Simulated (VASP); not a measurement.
# PbS (P1) in VASP: single point with PBEsol

Aim: the single point of PbS with PBEsol.

Everything below comes from runs of VASP 6.6.1. Logs are shortened: lines on timing, memory, paths and dates and some standing lists are left out, and cuts for length are marked.

### 1 The cell of the first run

The typed cell holds 16 atoms: a = 8.451 Å, b = 8.451 Å, c = 8.454 Å, α = 60.01°, β = 60.01°, γ = 60.00°.

### 2 Single point, PBEsol

Contents of INCAR:

```
ALGO = Normal ; EDIFF = 1E-6
ENCUT = 520 ; GGA = PS
ISIF = 2 ; ISMEAR = -1
LASPH = True ; LCHARG = False
LREAL = Auto ; LWAVE = False
NBANDS = 94 ; NELM = 60
PREC = Accurate ; SIGMA = 0.02
```

Contents of KPOINTS:

```
Automatic mesh
0
Gamma
  2 2 2
  0.5 0.5 0.5
```

Contents of POSCAR:

```
PbS
1.0
   -4.2253234116     -7.3184748273      0.0000000000
    4.2253234116     -7.3184748273      0.0000000000
    0.0000000000     -4.8789832182      6.9038325036
Pb S
8 8
Direct
    0.0095604985      0.0089624378      0.4699014639
    0.0008606777      0.0206979757      0.9618140354
    0.0051760745      0.5169626976      0.4762919724
    0.0307649685      0.4954344881      0.9623903819
    0.5069302327      0.0073287124      0.4799143082
    0.4936026158      0.0201318763      0.9859933590
    0.5219676262      0.5003378026      0.4682642573
    0.5188221591      0.5141240572      0.9611613544
    0.2779332167      0.2801015714      0.6976571343
    0.2468883042      0.2420593247      0.2337403173
    0.2553751223      0.7721836094      0.7250054223
    0.2847988386      0.7373694028      0.2143791871
    0.7655356292      0.2493673297      0.7115985212
    0.7662499999      0.2680855294      0.2215456414
    0.7613156341      0.7365215556      0.7360991156
    0.7649740177      0.7867524690      0.2151267429
```

Potentials or basis: VASP PAW PBE potentials, release 64 (Pb_d, S).

Started as:

```bash
cat potpaw_PBE.64/Pb_d/POTCAR potpaw_PBE.64/S/POTCAR > POTCAR
mpirun -np 1 vasp_std > vasp.out
```

OUTCAR:

```text
EDIFF = 1E-6
   ENCUT = 520
   GGA = PS
   ISIF = 2
   ISMEAR = -1
   LASPH = True
   LREAL = Auto
   NELM = 60
   PREC = Accurate

 ion  position               nearest neighbor table
   1  0.010  0.009  0.470-  10 2.81  13 2.88  14 2.94  11 3.00  15 3.11  12 3.15   6 4.09   7 4.14

   2  0.001  0.021  0.962-  16 2.81  11 2.90  13 2.91  14 3.04   9 3.21  12 3.21   8 4.12
   3  0.005  0.517  0.476-  15 2.87   9 2.96  12 3.00  16 3.00  13 3.04  10 3.10   8 4.11   4 4.13

   4  0.031  0.495  0.962-   9 2.88  10 2.92  14 2.95  15 2.97  11 3.01  16 3.26   6 3.97   3 4.13

   5  0.507  0.007  0.480-  11 2.91  16 2.91   9 2.94  10 3.03  15 3.05  14 3.11   8 4.12
   6  0.494  0.020  0.986-  10 2.81  12 2.96  16 3.00  13 3.01   9 3.03  15 3.19   4 3.97   1 4.09

   7  0.522  0.500  0.468-   9 2.78  14 2.86  13 2.91  12 2.94  11 3.16  16 3.17   1 4.14
   8  0.519  0.514  0.961-  15 2.78  12 2.85  11 2.99  14 3.04  13 3.08  10 3.25   3 4.11   5 4.12
                             2 4.12
   9  0.278  0.280  0.698-   7 2.78   4 2.88   5 2.94   3 2.96   6 3.03   2 3.21
  10  0.247  0.242  0.234-   6 2.81   1 2.81   4 2.92   5 3.03   3 3.10   8 3.25
  11  0.255  0.772  0.725-   2 2.90   5 2.91   8 2.99   1 3.00   4 3.01   7 3.16
  12  0.285  0.737  0.214-   8 2.85   7 2.94   6 2.96   3 3.00   1 3.15   2 3.21
  13  0.766  0.249  0.712-   1 2.88   2 2.91   7 2.91   6 3.01   3 3.04   8 3.08
  14  0.766  0.268  0.222-   7 2.86   1 2.94   4 2.95   2 3.04   8 3.04   5 3.11
  15  0.761  0.737  0.736-   8 2.78   3 2.87   4 2.97   5 3.05   1 3.11   6 3.19
  16  0.765  0.787  0.215-   2 2.81   5 2.91   6 3.00   3 3.00   7 3.17   4 3.26

  LATTYP: Found a trigonal (rhomboedric) cell.
 ALAT       =     8.4538382100
 COS(alpha) =     0.5003774362

  Lattice vectors:

 A1 = (   4.2253234116,   2.4394916091,   6.9038325036)
 A2 = (  -4.2253234116,   2.4394916091,   6.9038325036)
 A3 = (   0.0000000000,  -4.8789832182,   6.9038325036)

Analysis of symmetry for initial positions (statically):
=====================================================================
 Subroutine PRICEL returns:
 Original cell was already a primitive cell.

 Routine SETGRP: Setting up the symmetry group for a
 trigonal (rhombohedral) supercell.

 Subroutine GETGRP returns: Found  1 space group operations
 (whereof  1 operations were pure point group operations)
 out of a pool of 12 trial point group operations.

The static configuration has the point symmetry C_1 .

Analysis of symmetry for dynamics (positions and initial velocities):
=====================================================================
 Subroutine PRICEL returns:
 Original cell was already a primitive cell.

 Routine SETGRP: Setting up the symmetry group for a
 trigonal (rhombohedral) supercell.

 Subroutine GETGRP returns: Found  1 space group operations
 (whereof  1 operations were pure point group operations)
 out of a pool of 12 trial point group operations.

The dynamic configuration has the point symmetry C_1 .

 Subroutine INISYM returns: Found  1 space group operations
 (whereof  1 operations are pure point group operations),
 and found     1 'primitive' translations

----------------------------------------------------------------------------------------

                                     Primitive cell

  volume of cell :     426.9734

  direct lattice vectors                    reciprocal lattice vectors
    -4.225323412 -7.318474827  0.000000000    -0.118334137 -0.068320246 -0.048282361
     4.225323412 -7.318474827  0.000000000     0.118334137 -0.068320246 -0.048282361
     0.000000000 -4.878983218  6.903832504     0.000000000  0.000000000  0.144847083

  length of vectors
     8.450646823  8.450646823  8.453838210     0.144920014  0.144920014  0.144847083

  position of ions in fractional coordinates (direct lattice)
     0.009560499  0.008962438  0.469901464
     0.000860678  0.020697976  0.961814035
     0.005176074  0.516962698  0.476291972
     0.030764969  0.495434488  0.962390382
     0.506930233  0.007328712  0.479914308
     0.493602616  0.020131876  0.985993359
[... 8 lines left out ...]
     0.761315634  0.736521556  0.736099116
     0.764974018  0.786752469  0.215126743

  ion indices of the primitive-cell ions
   primitive index   ion index
                 1           1
                 2           2
                 3           3
                 4           4
                 5           5
                 6           6
[... 8 lines left out ...]
                15          15
                16          16

----------------------------------------------------------------------------------------

 KPOINTS: Automatic mesh

Automatic generation of k-mesh.
 Grid dimensions read from file:
 generate k-points for:    2    2    2

 Generating k-lattice:

  Cartesian coordinates                     Fractional coordinates (reciprocal lattice)
    -0.059167069 -0.034160123 -0.024141181     0.500000000  0.000000000  0.000000000
     0.059167069 -0.034160123 -0.024141181     0.000000000  0.500000000  0.000000000
     0.000000000  0.000000000  0.072423542     0.000000000  0.000000000  0.500000000

  Length of vectors
     0.072460007  0.072460007  0.072423542

  Shift w.r.t. Gamma in fractional coordinates (k-lattice)
     0.500000000  0.500000000  0.500000000

 Subroutine IBZKPT returns following result:
 ===========================================

 Found     12 irreducible k-points:

 Following reciprocal coordinates:
            Coordinates               Weight
  0.250000  0.250000  0.250000      2.000000
  0.000000  0.250000  0.000000      2.000000
 -0.250000 -0.000000  0.000000      2.000000
 -0.250000  0.250000  0.250000      2.000000
  0.500000  0.250000  0.000000      2.000000
 -0.250000  0.500000  0.000000      2.000000
 -0.250000  0.250000 -0.250000      2.000000
  0.500000  0.250000  0.500000      2.000000
 -0.250000  0.500000  0.500000      2.000000
 -0.250000 -0.250000  0.250000      2.000000
 -0.000000 -0.250000  0.500000      2.000000
  0.250000  0.000000  0.500000      2.000000
   k-points           NKPTS =     12   k-points in BZ     NKDIM =     12   number of bands    NBANDS=     94
   number of dos      NEDOS =    301   number of ions     NIONS =     16
   total plane-waves  NPLWV = 262144
   dimension x,y,z NGX =    64 NGY =   64 NGZ =   64
   dimension x,y,z NGXF=   128 NGYF=  128 NGZF=  128
   ions per type =               8   8
   NGX,Y,Z   is equivalent  to a cutoff of  12.59, 12.59, 12.59 a.u.
   NGXF,Y,Z  is equivalent  to a cutoff of  25.18, 25.18, 25.17 a.u.
 SYSTEM =  unknown system
   PREC   = accura    normal or accurate (medium, high low for compatibility)
   ISTART =      0    job   : 0-new  1-cont  2-samecut
   ICHARG =      2    charge: 1-file 2-atom 10-const
   ISPIN  =      1    spin polarized calculation?
   LNONCOLLINEAR =      F non collinear calculations
   LSORBIT =      F    spin-orbit coupling
   LASPH  =      T    aspherical Exc in radial PAW
   ENCUT  =  520.0 eV  38.22 Ry    6.18 a.u.  15.71 15.71 15.72*2*pi/ulx,y,z
   NELM   =     60;   NELMIN=  2; NELMDL= -5     # of ELM steps
   EDIFF  = 0.1E-05   stopping-criterion for ELM
   LREAL  =      T    real-space projection
   EDIFFG = 0.1E-04   stopping-criterion for IOM
   NSW    =      0    number of steps for IOM
   IBRION =     -1    ionic relax: 0-MD 1-quasi-New 2-CG
   NFREE  =      0    steps in history (QN), initial steepest desc. (CG)
   ISIF   =      2    stress and relaxation
   ISYM   =      2    0-nonsym 1-usesym 2-fastsym
   POTIM  = 0.5000    time-step for ionic-motion
   TEBEG  =    0.0;   TEEND  =   0.0 temperature during run
   PSTRESS=    0.0 pullay stress
   NELECT =     160.0000    total number of electrons
   NUPDOWN=      -1.0000    fix difference up-down
   EMIN   =  10.00;   EMAX   =-10.00  energy-range for DOS
   EFERMI =   0.00;   METHOD = LEGACY
   ISMEAR =    -1;   SIGMA  =   0.02  broadening in eV -4-tet -1-fermi 0-gaus
   EFERMI_NEDOS =   21; number of points for ismear=-14 and -15
   IALGO  =     38    algorithm
   IMIX   =      4    mixing-type and parameters
     AMIX     =   0.40;   BMIX     =  1.00
     AMIX_MAG =   1.60;   BMIX_MAG =  1.00
  volume/ion in A,a.u.               =      26.69       180.08
  Fermi-wavevector in a.u.,A,eV,Ry     =   1.180270  2.230386 18.953411  1.393036
  Thomas-Fermi vector in A             =   2.316565
   LORBIT       =      0    0 simple, 1 ext, 2 COOP (PROOUT), +10 PAW based schemes
   GGA     = PS    functional components
   LHFCALC =     F    Hartree Fock is set to
   AEXX    =    0.0000 exact exchange contribution
   IVDW    =     0    specifies the selected vdW correction
   LEPSILON=     F    determine dielectric tensor
   LRPA    =     F    only Hartree local field effects (RPA)
 non-spin polarized calculation
  energy-cutoff  :      520.00
  volume of cell :      426.97
 maximum number of plane-waves:     11504
 NGX is ok and might be reduce to    64
   NGX = 31   NGY = 31   NGZ = 31

 number of electron     160.0000006 magnetization

 Free energy of the ion-electron system (eV)
  ---------------------------------------------------
  ext. energy  EPLUGINS =         0.00000000
  ---------------------------------------------------
  free energy    TOTEN  =       -75.44073075 eV

  energy without entropy =      -75.44073075  energy(sigma->0) =      -75.44073075

 E-fermi :   5.3386     XC(G=0):  -9.7713

 val. band max:        4.8701558103   @ k =   0.0000   0.2500   0.0000
 cond. band min:       6.3142886925   @ k =   0.0000   0.2500   0.0000
 fundamental gap:      1.4441328822
 Fermi energy:         5.3386337781

 k-point     1 :       0.2500    0.2500    0.2500
  band No.  band energies     occupation
      1     -11.4597      2.00000
      2     -11.4362      2.00000
      3     -11.4137      2.00000
      4     -11.3806      2.00000
      5     -11.3721      2.00000
      6     -11.3622      2.00000
[... 84 lines left out ...]
     91       8.4875      0.00000
     92       8.5462      0.00000

 k-point     2 :       0.0000    0.2500    0.0000
  band No.  band energies     occupation
      1     -11.4599      2.00000
      2     -11.4360      2.00000
      3     -11.4135      2.00000
      4     -11.3792      2.00000
      5     -11.3702      2.00000
      6     -11.3656      2.00000
[... 1034 lines left out ...]
     91       8.4831      0.00000
     92       8.8271      0.00000
 [bands above 92 left out]

------------------------ aborting loop because EDIFF is reached ----------------------------------------

  FORCE on cell =-STRESS in cart. coord.  units (eV):
  Direction    XX          YY          ZZ          XY          YZ          ZX
  --------------------------------------------------------------------------------------
  -------------------------------------------------------------------------------------
  Total       -4.1368994     -3.9904560     -4.2650806     -0.4416030      0.3281200      0.3647507
  in kB      -15.5233255    -14.9738104    -16.0043132     -1.6570736      1.2312393      1.3686926
  external PRESSURE =     -15.5004830 kB  Pullay stress =       0.0000000 kB

 VOLUME and BASIS-vectors are now :
 -----------------------------------------------------------------------------
  energy-cutoff  :      520.00
  volume of cell :      426.97
      direct lattice vectors                 reciprocal lattice vectors
    -4.225323412 -7.318474827  0.000000000    -0.118334137 -0.068320246 -0.048282361
     4.225323412 -7.318474827  0.000000000     0.118334137 -0.068320246 -0.048282361
     0.000000000 -4.878983218  6.903832504     0.000000000  0.000000000  0.144847083

 POSITION                                       TOTAL-FORCE (eV/Angst)
 -----------------------------------------------------------------------------------
     -0.00253     -2.42820      3.24412        -0.069703      0.074903      0.049004
      0.08382     -4.85045      6.64020        -0.205243      0.054987      0.151273
      2.16246     -6.14508      3.28824         0.023469     -0.003686     -0.219511
      1.96338     -8.54646      6.64418         0.351220     -0.067900      0.117244
     -2.11098     -6.10509      3.31325        -0.142174      0.050810     -0.148016
     -2.00057     -8.57040      6.80713        -0.377522      0.074366     -0.057209
[... 8 lines left out ...]
     -0.10476    -14.55330      5.08191         0.165414     -0.060734     -0.227459
      0.09202    -12.40587      1.48520        -0.132710      0.190390     -0.043512
 -----------------------------------------------------------------------------------
    total drift:                                0.004085     -0.006800      0.002942

  FREE ENERGIE OF THE ION-ELECTRON SYSTEM (eV)
  ---------------------------------------------------
  free  energy   TOTEN  =       -75.4407307485 eV

  energy  without entropy=      -75.4407307485  energy(sigma->0) =      -75.44073075
```

Wall time 8.5 min (1 thread of AMD EPYC 9R45 (Zen 5), shared host); peak memory 0.68 GiB.

What came out:

* Free energy: -75.4407 eV
* Pressure: -1.6 GPa
* Largest force: 0.457 eV/Å
* Band gap on the k mesh: 1.44 eV

Forces on the atoms (eV/Å):
```
Pb  -0.070  0.075  0.049
Pb  -0.205  0.055  0.151
Pb   0.023 -0.004 -0.220
Pb   0.351 -0.068  0.117
Pb  -0.142  0.051 -0.148
Pb  -0.378  0.074 -0.057
Pb   0.230 -0.149 -0.276
Pb   0.111  0.033  0.215
S    0.062  0.196  0.409
S   -0.076 -0.323 -0.038
S   -0.176 -0.010 -0.041
S    0.387  0.018  0.027
S   -0.124 -0.220  0.132
S   -0.026  0.142 -0.050
S    0.165 -0.061 -0.227
S   -0.133  0.190 -0.044
```

Levels at points of the mesh, in eV from the valence-band top:
| k point | band 78 | band 79 | band 80 | band 81 | band 82 | band 83 |
| --- | --- | --- | --- | --- | --- | --- |
| (0.25, 0.25, 0.25) | -0.46 | -0.43 | -0.02 | 1.50 | 1.69 | 1.81 |

Caveat: the atoms stand as in a frame of molecular dynamics; the PAW data sets were made with another functional, which shifts forces and pressure a little; spin-orbit coupling is left out, which moves the levels of the heavy elements; a shifted mesh leaves out Γ, where band edges can lie.
